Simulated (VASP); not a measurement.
# Ge (R-3) in VASP: further runs, part 2 of 2

VASP 6.6.1. The steps go on from the part before.

**3. Single point, LDA**

This run uses another cell than the first one, of 19.01 Å³/atom.

The input, INCAR:

```
  PREC = Accurate
  ENCUT = 520
  EDIFF = 1E-6
  ISMEAR = 0
  SIGMA = 0.15
  LREAL = False
  LASPH = True
  NELM = 80
  ALGO = Fast
  ISIF = 2
  LWAVE = False
  LCHARG = False
  GGA = CA
  NBANDS = 66
```

The input, KPOINTS:

```
Automatic mesh
0
Gamma
  9 9 9
```

The input, POSCAR:

```
Ge
1.0
    4.8800810720      2.8175161206      1.8431333333
   -4.8800810720      2.8175161206      1.8431333333
    0.0000000000     -5.6350322412      1.8431333333
Ge
8
Direct
    0.7160372198      0.7160372198      0.7160372198
    0.2839627802      0.2839627802      0.2839627802
    0.0289443365      0.7253625346      0.5322921793
    0.5322921793      0.0289443365      0.7253625346
    0.7253625346      0.5322921793      0.0289443365
    0.9710556635      0.2746374654      0.4677078207
    0.4677078207      0.9710556635      0.2746374654
    0.2746374654      0.4677078207      0.9710556635
```

Potentials or basis: VASP PAW LDA potentials, release 64 (Ge_d).

The run is started by

```console
> cat potpaw_LDA.64/Ge_d/POTCAR > POTCAR
> mpirun -np 1 vasp_std > vasp.out
```

OUTCAR:

```text
PREC = Accurate
   ENCUT = 520
   EDIFF = 1E-6
   ISMEAR = 0
   LREAL = False
   LASPH = True
   NELM = 80
   ISIF = 2
   GGA = CA

 ion  position               nearest neighbor table
   1  0.716  0.716  0.716-   2 2.39   4 2.46   3 2.46   5 2.46
   2  0.284  0.284  0.284-   1 2.39   7 2.46   6 2.46   8 2.46
   3  0.029  0.725  0.532-   4 2.40   5 2.40   6 2.44   1 2.46
   4  0.532  0.029  0.725-   5 2.40   3 2.40   7 2.44   1 2.46
   5  0.725  0.532  0.029-   4 2.40   3 2.40   8 2.44   1 2.46
   6  0.971  0.275  0.468-   7 2.40   8 2.40   3 2.44   2 2.46
   7  0.468  0.971  0.275-   8 2.40   6 2.40   4 2.44   2 2.46
   8  0.275  0.468  0.971-   7 2.40   6 2.40   5 2.44   2 2.46

  LATTYP: Found a trigonal (rhomboedric) cell.
 ALAT       =     5.9288050097
 COS(alpha) =    -0.3550325727

  Lattice vectors:

 A1 = (   4.8800810720,   2.8175161206,   1.8431333333)
 A2 = (  -4.8800810720,   2.8175161206,   1.8431333333)
 A3 = (   0.0000000000,  -5.6350322412,   1.8431333333)

Analysis of symmetry for initial positions (statically):
=====================================================================
 Subroutine PRICEL returns:
 Original cell was already a primitive cell.

 Routine SETGRP: Setting up the symmetry group for a
 trigonal (rhombohedral) supercell.

 Subroutine GETGRP returns: Found  6 space group operations
 (whereof  6 operations were pure point group operations)
 out of a pool of 12 trial point group operations.

The static configuration has the point symmetry S_6 .

Analysis of symmetry for dynamics (positions and initial velocities):
=====================================================================
 Subroutine PRICEL returns:
 Original cell was already a primitive cell.

 Routine SETGRP: Setting up the symmetry group for a
 trigonal (rhombohedral) supercell.
[... 140 lines left out ...]
  Thomas-Fermi vector in A             =   2.592751
   LORBIT       =      0    0 simple, 1 ext, 2 COOP (PROOUT), +10 PAW based schemes
   GGA     = CA    functional components
   LHFCALC =     F    Hartree Fock is set to
   AEXX    =    0.0000 exact exchange contribution
   IVDW    =     0    specifies the selected vdW correction
   LEPSILON=     F    determine dielectric tensor
   LRPA    =     F    only Hartree local field effects (RPA)
 non-spin polarized calculation
 RMM-DIIS sequential band-by-band and
 Gauss-broadening in eV      SIGMA  =   0.15
  energy-cutoff  :      520.00
  volume of cell :      152.06
 maximum number of plane-waves:      4136
 NGX is ok and might be reduce to    48
   NGX = 23   NGY = 23   NGZ = 23

 number of electron     112.0000000 magnetization

 Free energy of the ion-electron system (eV)
  ---------------------------------------------------
  ext. energy  EPLUGINS =         0.00000000
  ---------------------------------------------------
  free energy    TOTEN  =       -40.38860381 eV

  energy without entropy =      -40.37745767  energy(sigma->0) =      -40.38303074

 E-fermi :   6.2787     XC(G=0): -11.3170

 val. band max:        6.2737601323   @ k =   0.4444  -0.0000  -0.3333
 cond. band min:       6.2797352714   @ k =   0.4444   0.0000   0.0000
 fundamental gap:      0.0059751391
 Fermi energy:         6.2786804486

 k-point     1 :       0.0000    0.0000    0.0000
  band No.  band energies     occupation
      1     -18.7024      2.00000
      2     -18.6970      2.00000
      3     -18.6970      2.00000
      4     -18.6739      2.00000
      5     -18.6739      2.00000
      6     -18.6572      2.00000
[... 1645 lines left out ...]
     65      11.1687      0.00000
     66      11.3676      0.00000

 [... further k-points ...]

------------------------ aborting loop because EDIFF is reached ----------------------------------------

  FORCE on cell =-STRESS in cart. coord.  units (eV):
  Direction    XX          YY          ZZ          XY          YZ          ZX
  --------------------------------------------------------------------------------------
  -------------------------------------------------------------------------------------
  Total        1.5365535      1.5365535      9.4531521      0.0000001      0.0000000     -0.0000000
  in kB       16.1903714     16.1903714     99.6060632      0.0000007      0.0000000     -0.0000000
  external PRESSURE =      43.9956020 kB  Pullay stress =       0.0000000 kB

 VOLUME and BASIS-vectors are now :
 -----------------------------------------------------------------------------
  energy-cutoff  :      520.00
  volume of cell :      152.06
      direct lattice vectors                 reciprocal lattice vectors
     4.880081072  2.817516121  1.843133333     0.102457314  0.059153758  0.180851449
    -4.880081072  2.817516121  1.843133333    -0.102457314  0.059153758  0.180851449
     0.000000000 -5.635032241  1.843133333     0.000000000 -0.118307516  0.180851449

 POSITION                                       TOTAL-FORCE (eV/Angst)
 -----------------------------------------------------------------------------------
      0.00000      0.00000      3.95926         0.000000     -0.000000      0.765176
      0.00000      0.00000      1.57014         0.000000     -0.000000     -0.765176
     -3.39858     -0.87421      2.37137        -0.114968     -0.343120      0.094585
      2.45638     -2.50615      2.37137         0.354634      0.071995      0.094585
      0.94220      3.38036      2.37137        -0.239666      0.271125      0.094585
      3.39858      0.87421      3.15803         0.114968      0.343120     -0.094585
     -2.45638      2.50615      3.15803        -0.354634     -0.071995     -0.094585
     -0.94220     -3.38036      3.15803         0.239666     -0.271125     -0.094585
 -----------------------------------------------------------------------------------
    total drift:                               -0.000000      0.000000      0.000000

  FREE ENERGIE OF THE ION-ELECTRON SYSTEM (eV)
  ---------------------------------------------------
  free  energy   TOTEN  =       -40.3886038148 eV

  energy  without entropy=      -40.3774576721  energy(sigma->0) =      -40.38303074
```

OSZICAR:

```text
N       E                     dE             d eps       ncg     rms          rms(c)
DAV:   1     0.137603282756E+04    0.13760E+04   -0.50324E+04 19156   0.488E+03
DAV:   2     0.238066090840E+03   -0.11380E+04   -0.11059E+04 16500   0.112E+03
DAV:   3    -0.144198824338E+02   -0.25249E+03   -0.24286E+03 16884   0.276E+02
DAV:   4    -0.399684164555E+02   -0.25549E+02   -0.24511E+02 19052   0.916E+01
DAV:   5    -0.409550927330E+02   -0.98668E+00   -0.97674E+00 18438   0.194E+01    0.680E+00
RMM:   6    -0.405541657035E+02    0.40093E+00   -0.43572E-01 19815   0.365E+00    0.384E+00
RMM:   7    -0.403865000312E+02    0.16767E+00   -0.34736E-01 20325   0.291E+00    0.358E-01
RMM:   8    -0.403865629552E+02   -0.62924E-04   -0.67468E-02 20779   0.152E+00    0.213E-01
RMM:   9    -0.403883439039E+02   -0.17809E-02   -0.18850E-02 26154   0.667E-01    0.251E-01
RMM:  10    -0.403886336553E+02   -0.28975E-03   -0.24298E-03 26004   0.177E-01    0.345E-01
RMM:  11    -0.403886424623E+02   -0.88070E-05   -0.69334E-04 20487   0.186E-01    0.653E-02
RMM:  12    -0.403886430478E+02   -0.58556E-06   -0.12005E-04 25270   0.470E-02    0.264E-02
RMM:  13    -0.403886351986E+02    0.78492E-05   -0.23882E-05 16225   0.187E-02    0.234E-02
RMM:  14    -0.403886079742E+02    0.27224E-04   -0.29501E-05 21165   0.272E-02    0.136E-02
RMM:  15    -0.403886039721E+02    0.40021E-05   -0.70785E-06 15606   0.154E-02    0.153E-02
RMM:  16    -0.403886038148E+02    0.15730E-06   -0.11645E-06 11507   0.509E-03
   1 F= -.40388604E+02 E0= -.40383031E+02  d E =-.111461E-01
```

Run time: 37 min. Hardware: 1 thread of Oxide Virtual Turin-like, shared host; peak memory 0.79 GiB.

Results:

```
Free energy            : -40.3886 eV
Pressure               : 4.4 GPa
Largest force          : 0.765 eV/Å
Band gap on the k mesh : zero (bands 56 and 57 overlap by 0.29 eV)
```

Forces on the atoms (eV/Å):
```
Ge   0.000  0.000  0.765
Ge   0.000  0.000 -0.765
Ge  -0.115 -0.343  0.095
Ge   0.355  0.072  0.095
Ge  -0.240  0.271  0.095
Ge   0.115  0.343 -0.095
Ge  -0.355 -0.072 -0.095
Ge   0.240 -0.271 -0.095
```

Levels at points of the mesh, in eV from the Fermi level:
```csv
k point,band 54,band 55,band 56,band 57,band 58,band 59
"(0.00, 0.00, 0.00)",-1.24,-1.24,-0.80,1.71,2.06,2.06
```

Caveat: the stress differs along the axes, from 2 to 10 GPa; semilocal functionals underestimate gaps, and a narrow one can read as zero.
